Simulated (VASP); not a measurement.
# ErBe (Pmma) in VASP: single point with PBE

Aim: the single point of ErBe with PBE.

Everything below comes from runs of VASP 6.6.1. Logs are shortened: lines on timing, memory, paths and dates and some standing lists are left out, and cuts for length are marked.

## Step 1: The cell of the first run

It takes space group Pmma (No. 51, orthorhombic). Conventional cell: a = 4.715 Å, b = 3.356 Å, c = 4.823 Å, α = 90.00°, β = 90.00°, γ = 90.00°. Within 3.8 Å of Er (site symmetry mm2) lie 8 Be at 2.86 to 3.02 Å and 6 Er at 3.29 to 3.45 Å. Within 3.8 Å of Be (site symmetry mm2) lie 8 Er at 2.86 to 3.02 Å and 6 Be at 3.16 to 3.60 Å.

The cell was generated, and may not be a known phase.

## Step 2: Single point, PBE

Input file INCAR:

```
PREC     = Accurate       # precision mode
ENCUT    = 600            # plane-wave cutoff, eV
EDIFF    = 1E-6           # SCF threshold, eV
ISMEAR   = 0              # smearing method
SIGMA    = 0.2            # smearing width, eV
LREAL    = False          # projectors in reciprocal space
LASPH    = True           # aspherical terms in the spheres
NELM     = 200            # most SCF steps
ALGO     = Normal         # electronic algorithm
ISIF     = 2              # what is computed and relaxed
LWAVE    = False          # write WAVECAR
LCHARG   = False          # write CHGCAR
GGA      = PE             # functional
NBANDS   = 19             # bands
GGA_COMPAT= False        
LMAXMIX  = 6              # l up to which the mixer works
```

Input file KPOINTS:

```
regular mesh
0
Gamma
  4 6 4
```

Input file POSCAR:

```
ErBe
1.0
    4.7152569455      0.0000000000      0.0000000000
    0.0000000000      3.3564388025      0.0000000000
    0.0000000000      0.0000000000      4.8226206330
Er Be
2 2
Direct
    0.7500000000      0.0000000000      0.2614911423
    0.2500000000      0.0000000000      0.7385088577
    0.7500000000      0.5000000000      0.7819486276
    0.2500000000      0.5000000000      0.2180513724
```

Potentials or basis: VASP PAW PBE potentials, release 64 (Er_3, Be), 4f in core.

Command:

```console
$ cat potpaw_PBE.64/Er_3/POTCAR potpaw_PBE.64/Be/POTCAR > POTCAR
$ mpirun -np 1 vasp_std > vasp.out
```

OUTCAR:

```text
PREC = Accurate
   ENCUT = 600
   EDIFF = 1E-6
   ISMEAR = 0
   LREAL = False
   LASPH = True
   NELM = 200
   ISIF = 2
   GGA = PE

 ion  position               nearest neighbor table
   1  0.750  0.000  0.261-   3 2.86   3 2.86   4 2.90   4 2.90   4 2.90   4 2.90   3 3.02   3 3.02
                             2 3.29   2 3.29   2 3.45   2 3.45
   2  0.250  0.000  0.739-   4 2.86   4 2.86   3 2.90   3 2.90   3 2.90   3 2.90   4 3.02   4 3.02
                             1 3.29   1 3.29   1 3.45   1 3.45
   3  0.750  0.500  0.782-   1 2.86   1 2.86   2 2.90   2 2.90   2 2.90   2 2.90   1 3.02   1 3.02

   4  0.250  0.500  0.218-   2 2.86   2 2.86   1 2.90   1 2.90   1 2.90   1 2.90   2 3.02   2 3.02

  LATTYP: Found a simple orthorhombic cell.
 ALAT       =     3.3564388025
 B/A-ratio  =     1.4048392427
 C/A-ratio  =     1.4368266239

  Lattice vectors:

 A1 = (   0.0000000000,  -3.3564388025,   0.0000000000)
 A2 = (   4.7152569455,   0.0000000000,   0.0000000000)
 A3 = (   0.0000000000,   0.0000000000,   4.8226206330)

Analysis of symmetry for initial positions (statically):
=====================================================================
 Subroutine PRICEL returns:
 Original cell was already a primitive cell.

 Routine SETGRP: Setting up the symmetry group for a
 simple orthorhombic supercell.

 Subroutine GETGRP returns: Found  8 space group operations
 (whereof  4 operations were pure point group operations)
 out of a pool of  8 trial point group operations.

The static configuration has the point symmetry C_2h.
 The point group associated with its full space group is D_2h.

Analysis of symmetry for dynamics (positions and initial velocities):
=====================================================================
 Subroutine PRICEL returns:
 Original cell was already a primitive cell.

 Routine SETGRP: Setting up the symmetry group for a
 simple orthorhombic supercell.

 Subroutine GETGRP returns: Found  8 space group operations
 (whereof  4 operations were pure point group operations)
 out of a pool of  8 trial point group operations.

The dynamic configuration has the point symmetry C_2h.
 The point group associated with its full space group is D_2h.

 Subroutine INISYM returns: Found  8 space group operations
 (whereof  4 operations are pure point group operations),
 and found     1 'primitive' translations

----------------------------------------------------------------------------------------

                                     Primitive cell

  volume of cell :      76.3251

  direct lattice vectors                    reciprocal lattice vectors
     4.715256946  0.000000000  0.000000000     0.212077520  0.000000000  0.000000000
     0.000000000  3.356438803  0.000000000     0.000000000  0.297934823  0.000000000
     0.000000000  0.000000000  4.822620633     0.000000000  0.000000000  0.207356140

  length of vectors
     4.715256946  3.356438803  4.822620633     0.212077520  0.297934823  0.207356140

  position of ions in fractional coordinates (direct lattice)
     0.750000000  0.000000000  0.261491142
     0.250000000  0.000000000  0.738508858
     0.750000000  0.500000000  0.781948628
     0.250000000  0.500000000  0.218051372

  ion indices of the primitive-cell ions
   primitive index   ion index
                 1           1
                 2           2
                 3           3
                 4           4

----------------------------------------------------------------------------------------

 KPOINTS: regular mesh

Automatic generation of k-mesh.
 Grid dimensions read from file:
 generate k-points for:    4    6    4

 Generating k-lattice:

  Cartesian coordinates                     Fractional coordinates (reciprocal lattice)
     0.053019380  0.000000000  0.000000000     0.250000000  0.000000000  0.000000000
     0.000000000  0.049655804  0.000000000     0.000000000  0.166666667  0.000000000
     0.000000000  0.000000000  0.051839035     0.000000000  0.000000000  0.250000000

  Length of vectors
     0.053019380  0.049655804  0.051839035

  Shift w.r.t. Gamma in fractional coordinates (k-lattice)
     0.000000000  0.000000000  0.000000000

 Subroutine IBZKPT returns following result:
 ===========================================

 Found     36 irreducible k-points:

 Following reciprocal coordinates:
            Coordinates               Weight
  0.000000  0.000000  0.000000      1.000000
  0.250000  0.000000  0.000000      2.000000
  0.500000  0.000000  0.000000      1.000000
  0.000000  0.166667  0.000000      2.000000
  0.250000  0.166667  0.000000      4.000000
  0.500000  0.166667  0.000000      2.000000
[... 16 lines left out ...]
  0.250000  0.500000  0.250000      4.000000
  0.500000  0.500000  0.250000      2.000000
 [... further k-points ...]
   k-points           NKPTS =     36   k-points in BZ     NKDIM =     36   number of bands    NBANDS=     19
   number of dos      NEDOS =    301   number of ions     NIONS =      4
   total plane-waves  NPLWV =  44800
   dimension x,y,z NGX =    40 NGY =   28 NGZ =   40
   dimension x,y,z NGXF=    80 NGYF=   56 NGZF=   80
   ions per type =               2   2
   NGX,Y,Z   is equivalent  to a cutoff of  14.10, 13.87, 13.79 a.u.
   NGXF,Y,Z  is equivalent  to a cutoff of  28.21, 27.74, 27.58 a.u.
 SYSTEM =  unknown system
   PREC   = accura    normal or accurate (medium, high low for compatibility)
   ISTART =      0    job   : 0-new  1-cont  2-samecut
   ICHARG =      2    charge: 1-file 2-atom 10-const
   ISPIN  =      1    spin polarized calculation?
   LNONCOLLINEAR =      F non collinear calculations
   LSORBIT =      F    spin-orbit coupling
   LASPH  =      T    aspherical Exc in radial PAW
   ENCUT  =  600.0 eV  44.10 Ry    6.64 a.u.   9.42  6.70  9.63*2*pi/ulx,y,z
   NELM   =    200;   NELMIN=  2; NELMDL= -5     # of ELM steps
   EDIFF  = 0.1E-05   stopping-criterion for ELM
   LREAL  =      F    real-space projection
[... 7 lines left out ...]
   TEBEG  =    0.0;   TEEND  =   0.0 temperature during run
   PSTRESS=    0.0 pullay stress
   NELECT =      22.0000    total number of electrons
   NUPDOWN=      -1.0000    fix difference up-down
   EMIN   =  10.00;   EMAX   =-10.00  energy-range for DOS
   EFERMI =   0.00;   METHOD = LEGACY
   ISMEAR =     0;   SIGMA  =   0.20  broadening in eV -4-tet -1-fermi 0-gaus
   EFERMI_NEDOS =   21; number of points for ismear=-14 and -15
   IALGO  =     38    algorithm
   IMIX   =      4    mixing-type and parameters
     AMIX     =   0.40;   BMIX     =  1.00
     AMIX_MAG =   1.60;   BMIX_MAG =  1.00
  volume/ion in A,a.u.               =      19.08       128.77
  Fermi-wavevector in a.u.,A,eV,Ry     =   1.081417  2.043582 15.911516  1.169463
  Thomas-Fermi vector in A             =   2.217433
   LORBIT       =      0    0 simple, 1 ext, 2 COOP (PROOUT), +10 PAW based schemes
   GGA     = PE    functional components
   LHFCALC =     F    Hartree Fock is set to
   AEXX    =    0.0000 exact exchange contribution
   IVDW    =     0    specifies the selected vdW correction
   LEPSILON=     F    determine dielectric tensor
   LRPA    =     F    only Hartree local field effects (RPA)
 non-spin polarized calculation
 Gauss-broadening in eV      SIGMA  =   0.20
  energy-cutoff  :      600.00
  volume of cell :       76.33
 maximum number of plane-waves:      2569
 NGX is ok and might be reduce to    40
   NGX = 19   NGY = 13   NGZ = 19

 number of electron      21.9999999 magnetization

 Free energy of the ion-electron system (eV)
  ---------------------------------------------------
  ext. energy  EPLUGINS =         0.00000000
  ---------------------------------------------------
  free energy    TOTEN  =       -16.22621411 eV

  energy without entropy =      -16.17005859  energy(sigma->0) =      -16.19813635

 E-fermi :   3.5138     XC(G=0): -10.1497

 val. band max:        3.4884568308   @ k =   0.0000   0.0000   0.2500
 cond. band min:       3.5847450165   @ k =   0.2500   0.1667   0.0000
 fundamental gap:      0.0962881857
 Fermi energy:         3.5138498242

 k-point     1 :       0.0000    0.0000    0.0000
  band No.  band energies     occupation
      1     -21.0008      2.00000
      2     -20.9949      2.00000
      3     -20.5726      2.00000
      4     -20.5660      2.00000
      5     -20.5535      2.00000
      6     -20.4622      2.00000
[... 11 lines left out ...]
     18       8.0294      0.00000
     19       9.2323      0.00000

 k-point     2 :       0.2500    0.0000    0.0000
  band No.  band energies     occupation
      1     -20.9484      2.00000
      2     -20.9440      2.00000
      3     -20.6406      2.00000
      4     -20.6266      2.00000
      5     -20.5397      2.00000
      6     -20.4751      2.00000
[... 11 lines left out ...]
     18       8.1398      0.00000
     19       8.8006      0.00000

 k-point     3 :       0.5000    0.0000    0.0000
  band No.  band energies     occupation
      1     -20.8523      2.00000
      2     -20.8523      2.00000
      3     -20.7400      2.00000
      4     -20.7400      2.00000
      5     -20.5069      2.00000
      6     -20.5069      2.00000
[... 11 lines left out ...]
     18       7.9311      0.00000
     19       8.8430      0.00000

 k-point     4 :       0.0000    0.1667    0.0000
  band No.  band energies     occupation
      1     -20.9834      2.00000
      2     -20.9774      2.00000
      3     -20.6861      2.00000
      4     -20.5815      2.00000
      5     -20.5604      2.00000
      6     -20.5537      2.00000
[... 407 lines left out ...]
     18       8.1719      0.00000
     19       9.2092      0.00000

 k-point    23 :       0.2500    0.5000    0.2500
  band No.  band energies     occupation
      1     -21.0291      2.00000
      2     -20.9622      2.00000
      3     -20.9576      2.00000
      4     -20.7907      2.00000
      5     -20.6794      2.00000
      6     -20.4984      2.00000
[... 11 lines left out ...]
     18       8.5879      0.00000
     19       8.6003      0.00000

 k-point    24 :       0.5000    0.5000    0.2500
  band No.  band energies     occupation
      1     -20.9929      2.00000
      2     -20.9929      2.00000
      3     -20.9238      2.00000
      4     -20.9238      2.00000
      5     -20.5486      2.00000
      6     -20.5486      2.00000
[... 11 lines left out ...]
     18       7.3038      0.00000
     19       9.4330      0.00000

 [... further k-points ...]

------------------------ aborting loop because EDIFF is reached ----------------------------------------

  FORCE on cell =-STRESS in cart. coord.  units (eV):
  Direction    XX          YY          ZZ          XY          YZ          ZX
  --------------------------------------------------------------------------------------
  -------------------------------------------------------------------------------------
  Total        0.2436073      0.0185395      0.0231134      0.0000000      0.0000000     -0.0000000
  in kB        5.1136821      0.3891720      0.4851839      0.0000000      0.0000000     -0.0000000
  external PRESSURE =       1.9960127 kB  Pullay stress =       0.0000000 kB

 VOLUME and BASIS-vectors are now :
 -----------------------------------------------------------------------------
  energy-cutoff  :      600.00
  volume of cell :       76.33
      direct lattice vectors                 reciprocal lattice vectors
     4.715256946  0.000000000  0.000000000     0.212077520  0.000000000  0.000000000
     0.000000000  3.356438803  0.000000000     0.000000000  0.297934823  0.000000000
     0.000000000  0.000000000  4.822620633     0.000000000  0.000000000  0.207356140

 POSITION                                       TOTAL-FORCE (eV/Angst)
 -----------------------------------------------------------------------------------
      3.53644      0.00000      1.26107         0.000000      0.000000     -0.005411
      1.17881      0.00000      3.56155         0.000000      0.000000      0.005411
      3.53644      1.67822      3.77104         0.000000      0.000000     -0.028595
      1.17881      1.67822      1.05158        -0.000000      0.000000      0.028595
 -----------------------------------------------------------------------------------
    total drift:                               -0.000000     -0.000000      0.000000

  FREE ENERGIE OF THE ION-ELECTRON SYSTEM (eV)
  ---------------------------------------------------
  free  energy   TOTEN  =       -16.2262141106 eV

  energy  without entropy=      -16.1700585863  energy(sigma->0) =      -16.19813635
```

Run time: 28 s. Hardware: 1 thread of Intel Xeon 6975P-C (Granite Rapids), shared host; peak memory 0.23 GiB.

What came out:

| Quantity | Value |
| --- | --- |
| Free energy | -16.2262 eV |
| Pressure | 0.2 GPa |
| Largest force | 0.029 eV/Å |
| Band gap on the k mesh | zero (bands 11 and 12 overlap by 1.78 eV) |

Forces in eV/Å, atoms in the order of the input:
```
Er   0.000  0.000 -0.005
Er   0.000  0.000  0.005
Be   0.000  0.000 -0.029
Be   0.000  0.000  0.029
```

Stress tensor (GPa, compression positive):
```
0.51 0.00 0.00
0.00 0.04 0.00
0.00 0.00 0.05
```

Caveat: spin-orbit coupling is left out, which moves the levels of the heavy elements; the 4f electrons are frozen in the core, so they carry no moment and show no levels. Spin polarisation is off, so any magnetic state and its effect on volume and gap are missing.

The gap in the log of VASP goes by the Fermi energy; the results here count the filled bands.